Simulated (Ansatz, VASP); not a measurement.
**One calculation of Cu, two programs**

```
Cu
1.0
     0.00000    1.82623    1.73714
     1.82623    0.00000    1.73714
     1.82623    1.82623    0.00000
Cu
1
Direct
  0.00000 0.00000 0.00000
```

Change from the starting cell: strain +0.025 along x and y, -0.025 along z, atoms carried along.

Alike in both runs: task single point; functional PBEsol; k mesh 28 × 28 × 28; occupations gaussian, width 0.15 eV; no spin polarisation.

|  | VASP | Ansatz |
| --- | --- | --- |
| version | VASP 6.6.1 | Ansatz 0.2.0 |
| potentials or method | VASP PAW PBE potentials, release 64 (Cu), cutoff 520 eV | scalar-relativistic, plane waves, PAW |
| valence electrons in the cell | 11 | 19 |

|  | VASP | Ansatz | Ansatz less VASP |
| --- | --- | --- | --- |
| gap on the k mesh at the Fermi level (eV) | none | none | - |
| pressure (GPa) | -2.9 | -3.7 | -0.81 |
| traceless stress, the component that is largest in VASP (GPa) | 1.65 | 1.67 | +0.018 |

VASP's potentials were made for PBE, not for PBEsol. A gap of «none» marks a metal or a gap that the smearing closes. VASP's potentials hold 11 valence electrons a cell and Ansatz's 19, so a difference there can come from the potentials and not from the codes.
